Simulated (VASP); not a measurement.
Wanted: the native input for a VASP 6.6.1 run.

```yaml
Task: relaxation of cell and atoms
Functional: PBEsol
Potentials_or_basis: VASP PAW PBE potentials, release 64 (Y_sv, Sb, N)
Cutoff: 600 eV
k_mesh: 6 × 6 × 4
Occupations: fermi-dirac, width 0.03 eV
Spin: no spin polarisation
Dipole_correction: no
Further_INCAR_settings: ALGO = Normal; EDIFF = 1e-07; IBRION = 2; EDIFFG = -0.01; NSW = 100; ISIF = 3
```

The structure of Y2SbN3 lies in POSCAR:

```
Y2SbN3
1.0
    3.6111080200      0.0000000000      0.0000000000
    0.0000000000      3.6111080200      0.0000000000
    0.0000000000      0.0000000000      7.9215864900
Y Sb N
2 1 3
Direct
    0.0000000000      0.5000000000      0.7372320000
    0.5000000000      0.0000000000      0.2627680000
    0.0000000000      0.0000000000      0.0000000000
    0.5000000000      0.5000000000      0.0000000000
    0.0000000000      0.5000000000      0.3774000000
    0.5000000000      0.0000000000      0.6226000000
```

These files were run (other wordings do the same):

INCAR

```
SYSTEM = Y2SbN3
PREC = Accurate
ENCUT = 600
EDIFF = 1E-7
ISMEAR = -1
SIGMA = 0.03
LREAL = .FALSE.
LASPH = .TRUE.
NELM = 60
ALGO = Normal
ISIF = 3
LWAVE = .FALSE.
LCHARG = .FALSE.
GGA = PS
IBRION = 2
NSW = 100
EDIFFG = -0.01
```

KPOINTS

```
Automatic mesh
0
G
  6 6 4
  0 0 0
```

Potentials or basis: VASP PAW PBE potentials, release 64 (Y_sv, Sb, N).

Run with:

```bash
$ cat potpaw_PBE.64/Y_sv/POTCAR potpaw_PBE.64/Sb/POTCAR potpaw_PBE.64/N/POTCAR > POTCAR
$ mpirun -np 1 vasp_std > vasp.out
```

It gave:

```json
{
  "Relaxed volume": "15.32 Å³/atom",
  "Relaxed cell": "a = 3.323 Å, b = 3.323 Å, c = 8.324 Å, α = 90.00°, β = 90.00°, γ = 90.00°",
  "Space group after relaxing (to 0.1 Å)": "P-4m2 (No. 115)",
  "Energy gained by relaxing": "981.5 meV/atom",
  "Ionic steps": "18",
  "Pressure after relaxing": "0.0 GPa",
  "Largest force after relaxing": "0.004 eV/Å",
  "Band gap on the k mesh": "zero (bands 21 and 22 overlap by 0.70 eV)"
}
```

Caveat: the PAW data sets were made with another functional, which shifts forces and pressure a little; spin-orbit coupling is left out, which moves the levels of the heavy elements.

It took 27 min on 1 thread of Intel(R) Xeon(R) Platinum 8488C (Sapphire Rapids) (shared host), peak memory 0.3 GiB.
